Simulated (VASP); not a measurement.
## CaSe: single point with r2SCAN

Crystal: CaSe.

```
CELL_PARAMETERS angstrom
0.00000 3.32266 3.32266
3.32266 0.00000 3.32266
3.32266 3.32266 0.00000
ATOMIC_POSITIONS crystal
Ca 0.00000 0.00000 0.00000
Se 0.25000 0.25000 0.25000
```

This cell differs from its parent crystal: volume scaled by 1.040.

```json
{
  "Program": "VASP 6.6.1",
  "Task": "single point",
  "Functional": "r2SCAN",
  "Potentials or basis": "VASP PAW PBE potentials, release 64 (Ca_sv, Se)",
  "Cutoff": "520 eV",
  "k mesh": "6 × 6 × 6",
  "Occupations": "gaussian, width 0.05 eV",
  "Spin": "no spin polarisation",
  "Dipole correction": "no",
  "Further INCAR settings": "ALGO = Normal; EDIFF = 1e-06; NBANDS = 15"
}
```

```yaml
Pressure: -1.1 GPa
Band_gap_on_the_k_mesh: 3.56 eV, indirect (least direct gap 3.64 eV)
```

Levels at points of the mesh, in eV from the valence-band top:
| k point | band 5 | band 6 | band 7 | band 8 | band 9 | band 10 | band 11 | band 12 |
| --- | --- | --- | --- | --- | --- | --- | --- | --- |
| (0.00, 0.00, 0.00) | -10.67 | -0.08 | -0.08 | -0.08 | 3.56 | 5.85 | 5.85 | 7.78 |
| (0.50, 0.00, 0.00) | -10.43 | -1.18 | -0.01 | -0.01 | 5.51 | 5.96 | 5.96 | 6.23 |
| (0.50, 0.50, 0.00) | -10.35 | -1.19 | -0.06 | -0.06 | 3.89 | 5.46 | 6.56 | 6.56 |

Run time: 69 s on 1 thread of AMD EPYC 9R45 96-Core Processor (Zen 5) (shared host), peak memory 0.18 GiB.

Caveat: the PAW data sets were made with another functional, which shifts forces and pressure a little. A k mesh can miss the band edges.
